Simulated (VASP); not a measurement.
# Si8O in VASP: single point with PBE+D3(BJ)

Aim: the single point of Si8O with PBE+D3(BJ).

All numbers are computed with VASP 6.6.1; they aren't measurements. Logs are shortened: lines on timing, memory, paths and dates and some standing lists are left out, and cuts for length are marked.

## Step 1: The cell of the first run

The cell holds a slab with vacuum, 9 atoms: a = 3.816 Å, b = 6.313 Å, c = 21.332 Å, α = 90.00°, β = 90.00°, γ = 90.00°.

## Step 2: Single point, PBE+D3(BJ), collinear spin, ferromagnetic start

Input file INCAR:

```
ALGO = Normal
DIPOL = 0.5 0.5 0.313
EDIFF = 1E-7
ENCUT = 520
GGA = PE
IDIPOL = 3
ISIF = 2
ISMEAR = 0
ISPIN = 2
IVDW = 12
LASPH = T
LCHARG = F
LDIPOL = T
LORBIT = 11
LREAL = F
LWAVE = F
MAGMOM = 0 0 0 0 0 0 0 0 2
NBANDS = 33
NELM = 150
PREC = Accurate
SIGMA = 0.05
```

Input file KPOINTS:

```
k-points
0
Gamma
  7 4 1
```

Input file POSCAR:

```
Si8O
1.0
    3.8155170209      0.0000000000      0.0000000000
    0.0000000000      6.3129357835      0.0000000000
    0.0000000000      0.0000000000     21.3318711348
Si O
8 1
Direct
    0.0000000000      0.9369021389      0.1875128522
    0.0000000000      0.5630978611      0.1875128522
    0.5000000000      0.4369021389      0.2391466205
    0.5000000000      0.0630978611      0.2391466205
    0.5000000000      0.9332664455      0.3430438269
    0.5000000000      0.5667335545      0.3430438269
    0.0000000000      0.4266292811      0.3858954089
    0.0000000000      0.0733707189      0.3858954089
    0.5000000000      0.4266292811      0.5030909416
```

Potentials or basis: VASP PAW PBE potentials, release 64 (Si, O).

The run is started by

```console
cat potpaw_PBE.64/Si/POTCAR potpaw_PBE.64/O/POTCAR > POTCAR
mpirun -np 1 vasp_std > vasp.out
```

OUTCAR:

```text
EDIFF = 1E-7
   ENCUT = 520
   GGA = PE
   ISIF = 2
   ISMEAR = 0
   ISPIN = 2
   IVDW = 12
   LASPH = T
   LORBIT = 11
   LREAL = F
   NELM = 150
   PREC = Accurate
 IVDW          = 12

 ion  position               nearest neighbor table
   1  0.000  0.937  0.188-   4 2.34   4 2.34   2 2.36
   2  0.000  0.563  0.188-   3 2.34   3 2.34   1 2.36
   3  0.500  0.437  0.239-   2 2.34   2 2.34   4 2.36   6 2.36
   4  0.500  0.063  0.239-   1 2.34   1 2.34   3 2.36   5 2.36
   5  0.500  0.933  0.343-   8 2.29   8 2.29   6 2.31   4 2.36
   6  0.500  0.567  0.343-   7 2.29   7 2.29   5 2.31   3 2.36
   7  0.000  0.427  0.386-   8 2.23   6 2.29   6 2.29
   8  0.000  0.073  0.386-   7 2.23   5 2.29   5 2.29
   9  0.500  0.427  0.503-

  LATTYP: Found a simple orthorhombic cell.
 ALAT       =     3.8155170209
 B/A-ratio  =     1.6545426869
 C/A-ratio  =     5.5908205934

  Lattice vectors:

 A1 = (   3.8155170209,   0.0000000000,   0.0000000000)
 A2 = (   0.0000000000,   6.3129357835,   0.0000000000)
 A3 = (   0.0000000000,   0.0000000000,  21.3318711348)

Analysis of symmetry for initial positions (statically):
=====================================================================
 Subroutine PRICEL returns:
 Original cell was already a primitive cell.

 Routine SETGRP: Setting up the symmetry group for a
 simple orthorhombic supercell.

 Subroutine GETGRP returns: Found  2 space group operations
 (whereof  2 operations were pure point group operations)
 out of a pool of  8 trial point group operations.

The static configuration has the point symmetry C_1h.

Analysis of symmetry for dynamics (positions and initial velocities):
=====================================================================
 Subroutine PRICEL returns:
 Original cell was already a primitive cell.

 Routine SETGRP: Setting up the symmetry group for a
 simple orthorhombic supercell.

 Subroutine GETGRP returns: Found  2 space group operations
 (whereof  2 operations were pure point group operations)
 out of a pool of  8 trial point group operations.

The dynamic configuration has the point symmetry C_1h.

Analysis of structural, dynamic, and magnetic symmetry:
=====================================================================
 Subroutine PRICEL returns:
 Original cell was already a primitive cell.

 Routine SETGRP: Setting up the symmetry group for a
 simple orthorhombic supercell.

 Subroutine GETGRP returns: Found  2 space group operations
 (whereof  2 operations were pure point group operations)
 out of a pool of  8 trial point group operations.

The overall configuration has the point symmetry C_1h.

 Subroutine INISYM returns: Found  2 space group operations
 (whereof  2 operations are pure point group operations),
 and found     1 'primitive' translations

----------------------------------------------------------------------------------------

                                     Primitive cell

  volume of cell :     513.8232

  direct lattice vectors                    reciprocal lattice vectors
     3.815517021  0.000000000  0.000000000     0.262087679  0.000000000  0.000000000
     0.000000000  6.312935784  0.000000000     0.000000000  0.158404906  0.000000000
     0.000000000  0.000000000 21.331871135     0.000000000  0.000000000  0.046878213

  length of vectors
     3.815517021  6.312935784 21.331871135     0.262087679  0.158404906  0.046878213

  position of ions in fractional coordinates (direct lattice)
     0.000000000  0.936902139  0.187512852
     0.000000000  0.563097861  0.187512852
     0.500000000  0.436902139  0.239146621
     0.500000000  0.063097861  0.239146621
     0.500000000  0.933266446  0.343043827
     0.500000000  0.566733554  0.343043827
     0.000000000  0.426629281  0.385895409
     0.000000000  0.073370719  0.385895409
     0.500000000  0.426629281  0.503090942
[... 59 lines left out ...]
   NGX,Y,Z   is equivalent  to a cutoff of  12.20, 12.64, 12.47 a.u.
   NGXF,Y,Z  is equivalent  to a cutoff of  24.40, 25.28, 24.94 a.u.
 SYSTEM =  unknown system
   PREC   = accura    normal or accurate (medium, high low for compatibility)
   ISTART =      0    job   : 0-new  1-cont  2-samecut
   ICHARG =      2    charge: 1-file 2-atom 10-const
   ISPIN  =      2    spin polarized calculation?
   LNONCOLLINEAR =      F non collinear calculations
   LSORBIT =      F    spin-orbit coupling
   LASPH  =      T    aspherical Exc in radial PAW
   ENCUT  =  520.0 eV  38.22 Ry    6.18 a.u.   7.09 11.74 39.66*2*pi/ulx,y,z
   NELM   =    150;   NELMIN=  2; NELMDL= -5     # of ELM steps
   EDIFF  = 0.1E-06   stopping-criterion for ELM
   LREAL  =      F    real-space projection
   EDIFFG = 0.1E-05   stopping-criterion for IOM
   NSW    =      0    number of steps for IOM
   IBRION =     -1    ionic relax: 0-MD 1-quasi-New 2-CG
   NFREE  =      0    steps in history (QN), initial steepest desc. (CG)
   ISIF   =      2    stress and relaxation
   ISYM   =      2    0-nonsym 1-usesym 2-fastsym
   POTIM  = 0.5000    time-step for ionic-motion
   TEBEG  =    0.0;   TEEND  =   0.0 temperature during run
   PSTRESS=    0.0 pullay stress
   NELECT =      38.0000    total number of electrons
   NUPDOWN=      -1.0000    fix difference up-down
   EMIN   =  10.00;   EMAX   =-10.00  energy-range for DOS
   EFERMI =   0.00;   METHOD = LEGACY
   ISMEAR =     0;   SIGMA  =   0.05  broadening in eV -4-tet -1-fermi 0-gaus
   EFERMI_NEDOS =   21; number of points for ismear=-14 and -15
   IALGO  =     38    algorithm
   IMIX   =      4    mixing-type and parameters
     AMIX     =   0.40;   BMIX     =  1.00
     AMIX_MAG =   1.60;   BMIX_MAG =  1.00
  volume/ion in A,a.u.               =      57.09       385.27
  Fermi-wavevector in a.u.,A,eV,Ry     =   0.687171  1.298565  6.424724  0.472204
  Thomas-Fermi vector in A             =   1.767609
   LORBIT       =     11    0 simple, 1 ext, 2 COOP (PROOUT), +10 PAW based schemes
   GGA     = PE    functional components
   LHFCALC =     F    Hartree Fock is set to
   AEXX    =    0.0000 exact exchange contribution
   IVDW    =    12    specifies the selected vdW correction
   LEPSILON=     F    determine dielectric tensor
   LRPA    =     F    only Hartree local field effects (RPA)
 spin polarized calculation
 Gauss-broadening in eV      SIGMA  =   0.05
  energy-cutoff  :      520.00
  volume of cell :      513.82
 maximum number of plane-waves:     13860
   NGX = 15   NGY = 23   NGZ = 79

 dipolmoment           0.000000      0.000000     -0.041778 electrons x Angstroem

 number of electron      37.9999995 magnetization       1.6303698

 dipolmoment           0.000000      0.000000      0.300440 electrons x Angstroem

 Free energy of the ion-electron system (eV)
  ---------------------------------------------------
  ext. energy  EPLUGINS =         0.00000000
  ---------------------------------------------------
  free energy    TOTEN  =       -42.00623476 eV

  energy without entropy =      -42.00138297  energy(sigma->0) =      -42.00380887

 E-fermi :  -2.0269     XC(G=0):  -3.9138

 val. band max:       -2.0587270845   @ k =   0.1429   0.0000   0.0000
 cond. band min:      -2.0207097529   @ k =   0.1429   0.2500   0.0000
 fundamental gap:      0.0380173316
 Fermi energy:        -2.0268529860

 spin component 1

 k-point     1 :       0.0000    0.0000    0.0000
  band No.  band energies     occupation
      1     -19.3451      1.00000
      2     -13.7340      1.00000
      3     -12.4034      1.00000
      4     -11.3638      1.00000
      5      -9.9574      1.00000
      6      -9.3196      1.00000
[... 397 lines left out ...]
     30       2.8329      0.00000
     31       3.1171      0.00000
 Fermi energy:        -2.0268529860

 spin component 2

 k-point     1 :       0.0000    0.0000    0.0000
  band No.  band energies     occupation
      1     -16.6726      1.00000
      2     -13.7184      1.00000
      3     -12.3968      1.00000
      4     -11.3554      1.00000
      5      -9.9529      1.00000
      6      -9.2948      1.00000
[... 397 lines left out ...]
     30       2.8559      0.00000
     31       3.1354      0.00000
 [bands above 31 left out]

------------------------ aborting loop because EDIFF is reached ----------------------------------------

 vacuum level on the upper side and lower side of the slab       (xc-potential included)         1.054        -1.162

 Edisp (eV)   -2.17135

 E8    (eV) :    -0.9337

  FORCE on cell =-STRESS in cart. coord.  units (eV):
  Direction    XX          YY          ZZ          XY          YZ          ZX
  --------------------------------------------------------------------------------------
  -------------------------------------------------------------------------------------
  Total       0.54030    -0.47965    -3.60552     0.00000    -0.15581     0.00000
  in kB       1.68472    -1.49562   -11.24255     0.00000    -0.48583     0.00000
  external pressure =       -3.68 kB  Pullay stress =        0.00 kB

 VOLUME and BASIS-vectors are now :
 -----------------------------------------------------------------------------
  energy-cutoff  :      520.00
  volume of cell :      513.82
      direct lattice vectors                 reciprocal lattice vectors
     3.815517021  0.000000000  0.000000000     0.262087679  0.000000000  0.000000000
     0.000000000  6.312935784  0.000000000     0.000000000  0.158404906  0.000000000
     0.000000000  0.000000000 21.331871135     0.000000000  0.000000000  0.046878213

 POSITION                                       TOTAL-FORCE (eV/Angst)
 -----------------------------------------------------------------------------------
      0.00000      5.91460      4.00000         0.000000     -0.718641      0.580136
      0.00000      3.55480      4.00000         0.000000      0.716146      0.580682
      1.90776      2.75814      5.10144         0.000000     -0.010012     -0.565788
      1.90776      0.39833      5.10144         0.000000      0.061532     -0.651761
      1.90776      5.89165      7.31777         0.000000     -0.017892      0.077790
      1.90776      3.57775      7.31777         0.000000      0.063203     -0.000719
      0.00000      2.69328      8.23187         0.000000      0.133961      0.899866
      0.00000      0.46318      8.23187         0.000000     -0.242784      0.037780
      1.90776      2.69328     10.73187         0.000000      0.014486     -0.957986
 -----------------------------------------------------------------------------------
    total drift:                                0.000000      0.000066      0.000074

  FREE ENERGIE OF THE ION-ELECTRON SYSTEM (eV)
  ---------------------------------------------------
  free  energy   TOTEN  =       -44.1775843993 eV

  energy  without entropy=      -44.1727326065  energy(sigma->0) =      -44.17515850

 vacuum level on the upper side and lower side of the slab         4.889         2.620

 total charge

# of ion       s       p       d       tot
------------------------------------------
    1        0.792   0.849   0.000   1.641
    2        0.791   0.851   0.000   1.642
    3        0.760   0.910   0.000   1.670
    4        0.764   0.904   0.000   1.668
    5        0.759   0.945   0.000   1.703
    6        0.761   0.944   0.000   1.705
    7        0.785   0.869   0.000   1.654
    8        0.790   0.899   0.000   1.689
    9        1.614   3.000   0.000   4.614
--------------------------------------------------
tot          7.816  10.171   0.000  17.986

 magnetization (x)

# of ion       s       p       d       tot
------------------------------------------
    1       -0.008  -0.028   0.000  -0.036
    2       -0.000   0.014   0.000   0.014
    3       -0.001  -0.005   0.000  -0.006
    4        0.003   0.005   0.000   0.007
    5       -0.002  -0.003   0.000  -0.005
    6       -0.000   0.005   0.000   0.004
    7       -0.001  -0.020   0.000  -0.021
    8        0.007   0.057   0.000   0.064
    9        0.013   1.221   0.000   1.235
--------------------------------------------------
tot          0.010   1.245   0.000   1.255
```

Wall time 32 min (1 thread of Intel Xeon Platinum 8488C (Sapphire Rapids), shared host); peak memory 0.85 GiB.

Results:

| Item | Value |
| --- | --- |
| Free energy | -44.1776 eV |
| Largest force | 0.958 eV/Å |
| Net moment | 1.63 μB per cell |
| Site moments | Si -0.04, +0.01, -0.01, +0.00, -0.02, +0.06; O +1.24 μB |
| Valence electrons inside the program's atomic spheres | Si 1.64, 1.67, 1.70, 1.71, 1.65, 1.69; O 4.61 |
| Dispersion energy per atom | -0.241 eV |

Forces on the atoms (eV/Å):
```
Si   0.000 -0.719  0.580
Si   0.000  0.716  0.581
Si   0.000 -0.010 -0.566
Si   0.000  0.062 -0.652
Si   0.000 -0.018  0.078
Si   0.000  0.063 -0.001
Si   0.000  0.134  0.900
Si   0.000 -0.243  0.038
O    0.000  0.014 -0.958
```
